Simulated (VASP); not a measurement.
Input of a VASP 6.6.1 run:

File INCAR:

```
SYSTEM = HfC5
PREC     = Accurate       ! precision mode
ENCUT    = 600            ! plane-wave cutoff, eV
EDIFF    = 1E-6           ! SCF threshold, eV
ISMEAR   = 0              ! smearing method
SIGMA    = 0.2            ! smearing width, eV
LREAL    = .FALSE.        ! projectors in reciprocal space
LASPH    = .TRUE.         ! aspherical terms in the spheres
NELM     = 120            ! most SCF steps
ALGO     = Normal         ! electronic algorithm
ISIF     = 2              ! what is computed and relaxed
LWAVE    = .FALSE.        ! write WAVECAR
LCHARG   = .TRUE.         ! write CHGCAR
GGA      = PE             ! functional
LELF     = .TRUE.         ! ELF
LVHAR    = .TRUE.       
NBANDS   = 24             ! bands
GGA_COMPAT= .FALSE.
```

The input KPOINTS:

```
Automatic mesh
0
G
  4 4 4
  0 0 0
```

Contents of POSCAR:

```
HfC5
1.0
    4.3580947349     -0.0000000025      0.0000000000
   -2.1790473653      3.7742207537      0.0000000000
    0.0000000000      0.0000000000      4.3709699489
Hf C
1 5
Direct
    0.0000000000      0.0000000000      0.0000000000
    0.3333333333      0.6666666667      0.1474834456
    0.3333333333      0.6666666667      0.8525165544
    0.6666666667      0.3333333333      0.8525165544
    0.6666666667      0.3333333333      0.1474834456
    0.0000000000      0.0000000000      0.5000000000
```

Potentials or basis: VASP PAW PBE potentials, release 64 (Hf_pv, C).

Command:

```bash
$ cat potpaw_PBE.64/Hf_pv/POTCAR potpaw_PBE.64/C/POTCAR > POTCAR
$ mpirun -np 1 vasp_std > vasp.out
```

(1) Predict the pressure.

(2) What does it give for the largest force?

(3) Predict the band gap on the k mesh.

## Answers

(1) -0.2 GPa.

(2) 0.061 eV/Å.

(3) zero (bands 15 and 16 overlap by 1.56 eV).

Caveat: the k points lie up to 0.42 Å⁻¹ apart, too coarse for converged energies and pressures of a metal; spin-orbit coupling is left out, which moves the levels of the heavy elements.
